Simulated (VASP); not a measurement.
Here is a VASP 6.6.1 calculation.

File INCAR:

```
SYSTEM = BiTe
PREC = Accurate
ENCUT = 520
EDIFF = 1E-6
ISMEAR = 0
SIGMA = 0.1
LREAL = .FALSE.
LASPH = .TRUE.
NELM = 80
ALGO = Normal
ISIF = 2
LWAVE = .FALSE.
LCHARG = .TRUE.
GGA = PE
LELF = .TRUE.
LVHAR = .TRUE.
NBANDS = 29
```

File KPOINTS:

```
regular mesh
0
G
  6 6 4
  0 0 0
```

Contents of POSCAR:

```
BiTe
1.0
    5.5212767080      0.0000000000      0.0000000000
   -2.7606383540      4.7815658904      0.0000000000
    0.0000000000      0.0000000000      6.4561762937
Bi Te
2 2
Direct
    0.3333333333      0.6666666667      0.2500000000
    0.6666666667      0.3333333333      0.7500000000
    0.3333333333      0.6666666667      0.7500000000
    0.6666666667      0.3333333333      0.2500000000
```

Potentials or basis: VASP PAW PBE potentials, release 64 (Bi_d, Te).

Run with:

```console
$ cat potpaw_PBE.64/Bi_d/POTCAR potpaw_PBE.64/Te/POTCAR > POTCAR
$ mpirun -np 1 vasp_std > vasp.out
```

Task: Estimate the band gap on the k mesh.

Result: Zero (bands 21 and 22 overlap by 1.05 eV).

Task: Predict the pressure.

Result: -0.2 GPa.

Stress tensor (GPa, compression positive):
```
-0.09  0.00  0.00
 0.00 -0.09  0.00
 0.00  0.00 -0.29
```

Caveat: spin-orbit coupling is left out, which moves the levels of the heavy elements.
